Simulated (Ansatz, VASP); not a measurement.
## One calculation of C, two programs

```
CELL_PARAMETERS angstrom
1.50134 -2.58189 0.00000
1.50134 2.58189 0.00000
0.00000 0.00000 4.22413
ATOMIC_POSITIONS crystal
C 0.50000 0.50000 0.25000
C 0.50000 0.50000 0.75000
C 0.30325 0.09165 0.00000
C 0.69675 0.90835 0.00000
C 0.09165 0.30325 0.50000
C 0.90835 0.69675 0.50000
```

Alike in both runs: task relaxation of cell and atoms; functional PBE; k mesh 6 × 6 × 4; occupations gaussian, width 0.1 eV; no spin polarisation.

```csv
,VASP,Ansatz
version,VASP 6.6.1,Ansatz 0.2.0
potentials or method,"VASP PAW PBE potentials, release 64 (C_h), cutoff 910 eV","scalar-relativistic, plane waves, PAW"
valence electrons in the cell,24,24
```

VASP gave:

* gap on the k mesh at the Fermi level, each at its own relaxed structure (eV): 0.90
* relaxed volume (Å³/atom): 7.92
* relaxed cell length with the largest relative difference (Å): 3.380

Problem. Estimate Ansatz's values.

Solution. gap on the k mesh at the Fermi level, each at its own relaxed structure (eV): 0.65; relaxed volume (Å³/atom): 8.78; relaxed cell length with the largest relative difference (Å): 3.438.

One of these differences is far larger than is usual between the two programs; its cause wasn't traced.

Noted on VASP's run: the cutoff is short for stress, so the pressure is rough; the volume moved by over 15 % at a fixed basis, so the end points are rough.
